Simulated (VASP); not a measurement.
# InSb (R-3m) in VASP: further runs

Runs on InSb. Level: PBE+D3(BJ). Tasks: single point.

All numbers are computed with VASP 6.6.1; they aren't measurements. Logs are shortened: lines on timing, memory, paths and dates and some standing lists are left out, and cuts for length are marked.

**1. The cell of the first run**

Symmetry: R-3m, No. 166, trigonal system. Conventional cell: a = 4.802 Å, b = 4.802 Å, c = 8.293 Å, α = 90.00°, β = 90.00°, γ = 120.00°. Within 4.2 Å of In (site symmetry -3m) lie 8 Sb at 3.10 to 4.15 Å and 6 In at 3.92 Å. Sb (site symmetry -3m) has 8 In at 3.10 to 4.15 Å and 6 Sb at 3.92 Å within 4.2 Å.

**2. Single point, PBE+D3(BJ)**

INCAR reads:

```
ALGO = Normal
EDIFF = 1E-6
ENCUT = 520
GGA = PE
ISIF = 2
ISMEAR = 0
IVDW = 12
LASPH = T
LCHARG = T
LELF = T
LREAL = F
LVHAR = T
LWAVE = F
NBANDS = 16
NELM = 80
PREC = Accurate
SIGMA = 0.15
```

KPOINTS reads:

```
k-points
0
Gamma
  14 14 14
```

POSCAR reads:

```
InSb
1.0
    3.8596743991      0.4640664234      0.4640664234
    0.4640664234      3.8596743991      0.4640664234
    0.4640664234      0.4640664234      3.8596743991
In Sb
1 1
Direct
    0.0000000000      0.0000000000      0.0000000000
    0.5000000000      0.5000000000      0.5000000000
```

Potentials or basis: VASP PAW PBE potentials, release 64 (In_d, Sb).

Command:

```bash
> cat potpaw_PBE.64/In_d/POTCAR potpaw_PBE.64/Sb/POTCAR > POTCAR
> mpirun -np 1 vasp_std > vasp.out
```

OUTCAR:

```text
EDIFF = 1E-6
   ENCUT = 520
   GGA = PE
   ISIF = 2
   ISMEAR = 0
   IVDW = 12
   LASPH = T
   LREAL = F
   NELM = 80
   PREC = Accurate
 IVDW          = 12

 ion  position               nearest neighbor table
   1  0.000  0.000  0.000-   2 3.10   2 3.10   2 3.10   2 3.10   2 3.10   2 3.10
   2  0.500  0.500  0.500-   1 3.10   1 3.10   1 3.10   1 3.10   1 3.10   1 3.10

  LATTYP: Found a trigonal (rhomboedric) cell.
 ALAT       =     3.9150736593
 COS(alpha) =     0.2477620922

  Lattice vectors:

 A1 = (   3.8596743991,   0.4640664234,   0.4640664234)
 A2 = (   0.4640664234,   3.8596743991,   0.4640664234)
 A3 = (   0.4640664234,   0.4640664234,   3.8596743991)

Analysis of symmetry for initial positions (statically):
=====================================================================
 Subroutine PRICEL returns:
 Original cell was already a primitive cell.

 Routine SETGRP: Setting up the symmetry group for a
 trigonal (rhombohedral) supercell.

 Subroutine GETGRP returns: Found 12 space group operations
 (whereof 12 operations were pure point group operations)
 out of a pool of 12 trial point group operations.

The static configuration has the point symmetry D_3d.

Analysis of symmetry for dynamics (positions and initial velocities):
=====================================================================
 Subroutine PRICEL returns:
 Original cell was already a primitive cell.

 Routine SETGRP: Setting up the symmetry group for a
 trigonal (rhombohedral) supercell.

 Subroutine GETGRP returns: Found 12 space group operations
 (whereof 12 operations were pure point group operations)
 out of a pool of 12 trial point group operations.

The dynamic configuration has the point symmetry D_3d.

 Subroutine INISYM returns: Found 12 space group operations
 (whereof 12 operations are pure point group operations),
 and found     1 'primitive' translations

----------------------------------------------------------------------------------------

                                     Primitive cell

  volume of cell :      55.2042

  direct lattice vectors                    reciprocal lattice vectors
     3.859674399  0.464066423  0.464066423     0.265953341 -0.028544730 -0.028544730
     0.464066423  3.859674399  0.464066423    -0.028544730  0.265953341 -0.028544730
     0.464066423  0.464066423  3.859674399    -0.028544730 -0.028544730  0.265953341

  length of vectors
     3.915073659  3.915073659  3.915073659     0.268999596  0.268999596  0.268999596

  position of ions in fractional coordinates (direct lattice)
     0.000000000  0.000000000  0.000000000
     0.500000000  0.500000000  0.500000000

  ion indices of the primitive-cell ions
   primitive index   ion index
                 1           1
                 2           2

----------------------------------------------------------------------------------------

 KPOINTS: k-points

Automatic generation of k-mesh.
 Grid dimensions read from file:
 generate k-points for:   14   14   14

 Generating k-lattice:

  Cartesian coordinates                     Fractional coordinates (reciprocal lattice)
     0.018996667 -0.002038909 -0.002038909     0.071428571  0.000000000  0.000000000
    -0.002038909  0.018996667 -0.002038909     0.000000000  0.071428571  0.000000000
    -0.002038909 -0.002038909  0.018996667     0.000000000  0.000000000  0.071428571

  Length of vectors
     0.019214257  0.019214257  0.019214257

  Shift w.r.t. Gamma in fractional coordinates (k-lattice)
     0.000000000  0.000000000  0.000000000

 Subroutine IBZKPT returns following result:
 ===========================================

 Found    288 irreducible k-points:

 Following reciprocal coordinates:
            Coordinates               Weight
  0.000000  0.000000  0.000000      1.000000
  0.071429 -0.000000 -0.000000      6.000000
  0.142857  0.000000  0.000000      6.000000
  0.214286 -0.000000  0.000000      6.000000
  0.285714  0.000000  0.000000      6.000000
  0.357143  0.000000  0.000000      6.000000
[... 16 lines left out ...]
  0.214286  0.142857 -0.000000     12.000000
  0.285714  0.142857  0.000000     12.000000
 [... further k-points ...]
   k-points           NKPTS =    288   k-points in BZ     NKDIM =    288   number of bands    NBANDS=     16
   number of dos      NEDOS =    301   number of ions     NIONS =      2
   total plane-waves  NPLWV =  27000
   dimension x,y,z NGX =    30 NGY =   30 NGZ =   30
   dimension x,y,z NGXF=    60 NGYF=   60 NGZF=   60
   ions per type =               1   1
   NGX,Y,Z   is equivalent  to a cutoff of  12.74, 12.74, 12.74 a.u.
   NGXF,Y,Z  is equivalent  to a cutoff of  25.48, 25.48, 25.48 a.u.
 SYSTEM =  unknown system
   PREC   = accura    normal or accurate (medium, high low for compatibility)
   ISTART =      0    job   : 0-new  1-cont  2-samecut
   ICHARG =      2    charge: 1-file 2-atom 10-const
   ISPIN  =      1    spin polarized calculation?
   LNONCOLLINEAR =      F non collinear calculations
   LSORBIT =      F    spin-orbit coupling
   LASPH  =      T    aspherical Exc in radial PAW
   ENCUT  =  520.0 eV  38.22 Ry    6.18 a.u.   7.28  7.28  7.28*2*pi/ulx,y,z
   NELM   =     80;   NELMIN=  2; NELMDL= -5     # of ELM steps
   EDIFF  = 0.1E-05   stopping-criterion for ELM
   LREAL  =      F    real-space projection
   EDIFFG = 0.1E-04   stopping-criterion for IOM
   NSW    =      0    number of steps for IOM
   IBRION =     -1    ionic relax: 0-MD 1-quasi-New 2-CG
   NFREE  =      0    steps in history (QN), initial steepest desc. (CG)
   ISIF   =      2    stress and relaxation
   ISYM   =      2    0-nonsym 1-usesym 2-fastsym
   POTIM  = 0.5000    time-step for ionic-motion
   TEBEG  =    0.0;   TEEND  =   0.0 temperature during run
   PSTRESS=    0.0 pullay stress
   NELECT =      18.0000    total number of electrons
   NUPDOWN=      -1.0000    fix difference up-down
   EMIN   =  10.00;   EMAX   =-10.00  energy-range for DOS
   EFERMI =   0.00;   METHOD = LEGACY
   ISMEAR =     0;   SIGMA  =   0.15  broadening in eV -4-tet -1-fermi 0-gaus
   EFERMI_NEDOS =   21; number of points for ismear=-14 and -15
   IALGO  =     38    algorithm
   IMIX   =      4    mixing-type and parameters
     AMIX     =   0.40;   BMIX     =  1.00
     AMIX_MAG =   1.60;   BMIX_MAG =  1.00
  volume/ion in A,a.u.               =      27.60       186.27
  Fermi-wavevector in a.u.,A,eV,Ry     =   1.126787  2.129318 17.274616  1.269648
  Thomas-Fermi vector in A             =   2.263470
   LORBIT       =      0    0 simple, 1 ext, 2 COOP (PROOUT), +10 PAW based schemes
   GGA     = PE    functional components
   LHFCALC =     F    Hartree Fock is set to
   AEXX    =    0.0000 exact exchange contribution
   IVDW    =    12    specifies the selected vdW correction
   LEPSILON=     F    determine dielectric tensor
   LRPA    =     F    only Hartree local field effects (RPA)
 non-spin polarized calculation
 Gauss-broadening in eV      SIGMA  =   0.15
  energy-cutoff  :      520.00
  volume of cell :       55.20
 maximum number of plane-waves:      1517
 NGX is ok and might be reduce to    30

 number of electron      18.0000007 magnetization

 Free energy of the ion-electron system (eV)
  ---------------------------------------------------
  ext. energy  EPLUGINS =         0.00000000
  ---------------------------------------------------
  free energy    TOTEN  =        -6.41994021 eV

  energy without entropy =       -6.40206055  energy(sigma->0) =       -6.41100038

 E-fermi :   7.3426     XC(G=0):  -9.9994

 val. band max:        7.3276779315   @ k =  -0.2143  -0.2857   0.1429
 cond. band min:       7.3497395710   @ k =  -0.3571   0.2857   0.2143
 fundamental gap:      0.0220616395
 Fermi energy:         7.3425853186

 k-point     1 :       0.0000    0.0000    0.0000
  band No.  band energies     occupation
      1      -7.1811      2.00000
      2      -7.1811      2.00000
      3      -7.1172      2.00000
      4      -7.1127      2.00000
      5      -7.1127      2.00000
      6      -3.9642      2.00000
[... 8 lines left out ...]
     15      14.4874      0.00000
     16      17.0747      0.00000

 k-point     2 :       0.0714   -0.0000   -0.0000
  band No.  band energies     occupation
      1      -7.1819      2.00000
      2      -7.1779      2.00000
      3      -7.1173      2.00000
      4      -7.1138      2.00000
      5      -7.1133      2.00000
      6      -3.9142      2.00000
[... 8 lines left out ...]
     15      14.3816      0.00000
     16      17.2108      0.00000

 k-point     3 :       0.1429    0.0000    0.0000
  band No.  band energies     occupation
      1      -7.1847      2.00000
      2      -7.1694      2.00000
      3      -7.1185      2.00000
      4      -7.1166      2.00000
      5      -7.1137      2.00000
      6      -3.7654      2.00000
[... 8 lines left out ...]
     15      14.2251      0.00000
     16      17.0334      0.00000

 k-point     4 :       0.2143   -0.0000    0.0000
  band No.  band energies     occupation
      1      -7.1896      2.00000
      2      -7.1583      2.00000
      3      -7.1218      2.00000
      4      -7.1196      2.00000
      5      -7.1119      2.00000
      6      -3.5228      2.00000
[... 8 lines left out ...]
     15      14.9360      0.00000
     16      16.7225      0.00000
[... 324 lines left out ...]
 k-point    22 :       0.1429    0.1429    0.0000
  band No.  band energies     occupation
      1      -7.1822      2.00000
      2      -7.1615      2.00000
      3      -7.1317      2.00000
      4      -7.1154      2.00000
      5      -7.1125      2.00000
      6      -3.6405      2.00000
[... 8 lines left out ...]
     15      14.5123      0.00000
     16      15.9168      0.00000

 k-point    23 :       0.2143    0.1429   -0.0000
  band No.  band energies     occupation
      1      -7.1871      2.00000
      2      -7.1513      2.00000
      3      -7.1384      2.00000
      4      -7.1159      2.00000
      5      -7.1105      2.00000
      6      -3.4316      2.00000
[... 8 lines left out ...]
     15      14.7928      0.00000
     16      15.6599      0.00000

 k-point    24 :       0.2857    0.1429    0.0000
  band No.  band energies     occupation
      1      -7.1956      2.00000
      2      -7.1428      2.00000
      3      -7.1422      2.00000
      4      -7.1174      2.00000
      5      -7.1048      2.00000
      6      -3.1365      2.00000
[... 8 lines left out ...]
     15      14.9976      0.00000
     16      16.5036      0.00000

 [... further k-points ...]

------------------------ aborting loop because EDIFF is reached ----------------------------------------

 Edisp (eV)   -0.82528

 E8    (eV) :    -0.3967

  FORCE on cell =-STRESS in cart. coord.  units (eV):
  Direction    XX          YY          ZZ          XY          YZ          ZX
  --------------------------------------------------------------------------------------
  -------------------------------------------------------------------------------------
  Total      -0.17987    -0.17987    -0.17987     0.28527     0.28527     0.28527
  in kB      -5.22032    -5.22032    -5.22032     8.27922     8.27922     8.27922
  external pressure =       -5.22 kB  Pullay stress =        0.00 kB

 VOLUME and BASIS-vectors are now :
 -----------------------------------------------------------------------------
  energy-cutoff  :      520.00
  volume of cell :       55.20
      direct lattice vectors                 reciprocal lattice vectors
     3.859674399  0.464066423  0.464066423     0.265953341 -0.028544730 -0.028544730
     0.464066423  3.859674399  0.464066423    -0.028544730  0.265953341 -0.028544730
     0.464066423  0.464066423  3.859674399    -0.028544730 -0.028544730  0.265953341

 POSITION                                       TOTAL-FORCE (eV/Angst)
 -----------------------------------------------------------------------------------
      0.00000      0.00000      0.00000        -0.000000     -0.000000      0.000000
      2.39390      2.39390      2.39390         0.000000      0.000000     -0.000000
 -----------------------------------------------------------------------------------
    total drift:                                0.000000     -0.000000     -0.000000

  FREE ENERGIE OF THE ION-ELECTRON SYSTEM (eV)
  ---------------------------------------------------
  free  energy   TOTEN  =        -7.2452214930 eV

  energy  without entropy=       -7.2273418317  energy(sigma->0) =       -7.23628166
```

Wall time 99 s (1 thread of Intel Xeon Platinum 8559C (Emerald Rapids), shared host); peak memory 0.39 GiB.

What came out:

```
Free energy                : -7.2452 eV
Pressure                   : -0.5 GPa
Band gap on the k mesh     : zero (bands 9 and 10 overlap by 2.21 eV)
Dispersion energy per atom : -0.413 eV
```

Levels at points of the mesh, in eV from the Fermi level:
```csv
k point,band 6,band 7,band 8,band 9,band 10,band 11,band 12,band 13
"(0.00, 0.00, 0.00)",-11.31,-1.38,-0.96,-0.96,0.91,4.71,4.71,6.04
"(0.50, 0.00, 0.00)",-9.66,-6.95,0.51,0.83,1.93,2.61,4.09,5.35
"(0.50, 0.50, 0.00)",-8.53,-4.65,-3.71,-3.56,-0.24,4.16,6.12,7.10
"(0.50, 0.50, 0.50)",-8.31,-5.05,-1.15,-1.15,0.01,0.46,0.67,0.67
```

Caveat: spin-orbit coupling is left out, which moves the levels of the heavy elements.

**3. Single point, PBE+D3(BJ)**

This run uses another cell than the first one, of the same volume but with other edges.

INCAR reads:

```
ALGO = Normal ; EDIFF = 1E-6
ENCUT = 520 ; GGA = PE
ISIF = 2 ; ISMEAR = 0
IVDW = 12 ; LASPH = T
LCHARG = F ; LREAL = F
LWAVE = F ; NBANDS = 16
NELM = 60 ; PREC = Accurate
SIGMA = 0.15
```

KPOINTS is that of step 2.

POSCAR reads:

```
InSb
1.0
    3.9125412169     -0.6019294180     -0.6019294180
   -0.6019294180      3.9125412169     -0.6019294180
   -0.6019294180     -0.6019294180      3.9125412169
In Sb
1 1
Direct
    0.0000000000      0.0000000000      0.0000000000
    0.5000000000      0.5000000000      0.5000000000
```

Potentials or basis: VASP PAW PBE potentials, release 64 (In_d, Sb).

Command:

```bash
> cat potpaw_PBE.64/In_d/POTCAR potpaw_PBE.64/Sb/POTCAR > POTCAR
> mpirun -np 1 vasp_std > vasp.out
```

It took 2 min on 1 thread of Intel Xeon Platinum 8559C (Emerald Rapids), shared host; peak memory 0.39 GiB.

It converged, with:

| Item | Value |
| --- | --- |
| Free energy | -4.3578 eV |
| Pressure | 23.3 GPa |
| Band gap on the k mesh | zero (bands 9 and 10 overlap by 2.13 eV) |
| Dispersion energy per atom | -0.418 eV |

Stress tensor (GPa, compression positive):
```
23.35 25.60 25.60
25.60 23.35 25.60
25.60 25.60 23.35
```

Levels at points of the mesh, in eV from the Fermi level:
```tsv
k point	band 6	band 7	band 8	band 9	band 10	band 11	band 12	band 13
(0.00, 0.00, 0.00)	-11.51	-3.25	-0.02	0.77	0.77	3.77	3.77	5.62
(0.50, 0.00, 0.00)	-10.22	-7.57	-0.86	0.31	0.77	2.55	7.54	8.02
(0.50, 0.50, 0.00)	-9.65	-4.89	-4.08	-1.58	-0.42	4.02	4.43	6.08
(0.50, 0.50, 0.50)	-9.26	-6.03	-2.16	-2.16	-0.84	-0.84	5.89	5.97
```

Caveat: the cell stands under pressure; spin-orbit coupling is left out, which moves the levels of the heavy elements.

The gap in the log of VASP goes by the Fermi energy; the results here count the filled bands.